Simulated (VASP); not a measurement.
Set up this calculation in VASP 6.6.1, as the native input.

* Task: single point
* Functional: PBE
* Potentials or basis: VASP PAW PBE potentials, release 64 (Hf_pv, Pd, Se, Br, O)
* Cutoff: 520 eV
* k mesh: 4 × 4 × 3
* Occupations: fermi-dirac, width 0.05 eV
* Spin: no spin polarisation
* Hubbard terms: Hf d U = 3.0 eV, Pd d U = 3.0 eV
* Dipole correction: no
* Further INCAR settings: ALGO = Normal; EDIFF = 1e-06; NBANDS = 53

The structure of Hf2Pd2Se2Br2O3 lies in POSCAR:

```
Hf2Pd2Se2Br2O3
1.0
    5.7606900000      0.0049600000     -0.0028600000
   -0.5275000000      5.8466400000      0.0341300000
   -1.4843500000     -0.9264200000      6.6458600000
Hf Pd Se Br O
2 2 2 2 3
Direct
    0.7454000000      0.3960200000      0.3498900000
    0.2876300000      0.4532200000      0.5940100000
    0.9085400000      0.1329400000      0.8484900000
    0.2524900000      0.9032300000      0.3587400000
    0.6346900000      0.4035500000      0.9371600000
    0.6259700000      0.7817400000      0.5302300000
    0.8527300000      0.9908900000      0.1535500000
    0.2252600000      0.8208400000      0.8622300000
    0.9604000000      0.2892500000      0.5902600000
    0.4323300000      0.2452400000      0.4086400000
    0.0745700000      0.5830800000      0.3668200000
```

These files were run (other wordings do the same):

INCAR

```
SYSTEM = Hf2Pd2Se2Br2O3
ALGO     = Normal         ! electronic algorithm
EDIFF    = 1E-6           ! SCF threshold, eV
ENCUT    = 520            ! plane-wave cutoff, eV
GGA      = PE             ! functional
ISIF     = 2              ! what is computed and relaxed
ISMEAR   = -1             ! smearing method
LASPH    = .TRUE.         ! aspherical terms in the spheres
LCHARG   = .FALSE.        ! write CHGCAR
LDAU     = .TRUE.         ! DFT+U
LDAUJ    = 0 0 0 0 0    
LDAUL    = 2 2 -1 -1 -1   ! shell
LDAUPRINT= 1            
LDAUTYPE = 2            
LDAUU    = 3 3 0 0 0      ! U, eV
LMAXMIX  = 4              ! l up to which the mixer works
LREAL    = .FALSE.        ! projectors in reciprocal space
LWAVE    = .FALSE.        ! write WAVECAR
NBANDS   = 53             ! bands
NELM     = 150            ! most SCF steps
PREC     = Accurate       ! precision mode
SIGMA    = 0.05           ! smearing width, eV
```

KPOINTS

```
k-points
0
G
  4 4 3
  0 0 0
```

Potentials or basis: VASP PAW PBE potentials, release 64 (Hf_pv, Pd, Se, Br, O).

Launch:

```bash
$ cat potpaw_PBE.64/Hf_pv/POTCAR potpaw_PBE.64/Pd/POTCAR potpaw_PBE.64/Se/POTCAR potpaw_PBE.64/Br/POTCAR potpaw_PBE.64/O/POTCAR > POTCAR
$ mpirun -np 1 vasp_std > vasp.out
```

It gave:

```yaml
Pressure: 1.3 GPa
Largest_force: 0.689 eV/Å
Band_gap_on_the_k_mesh: 0.47 eV (least direct gap 0.52 eV)
```

Caveat: semilocal functionals underestimate gaps, and a narrow one can read as zero; spin-orbit coupling is left out, which moves the levels of the heavy elements.

Wall time 8.9 min on 1 thread of Intel Xeon 8259CL, on a shared host, peak memory 0.56 GiB.
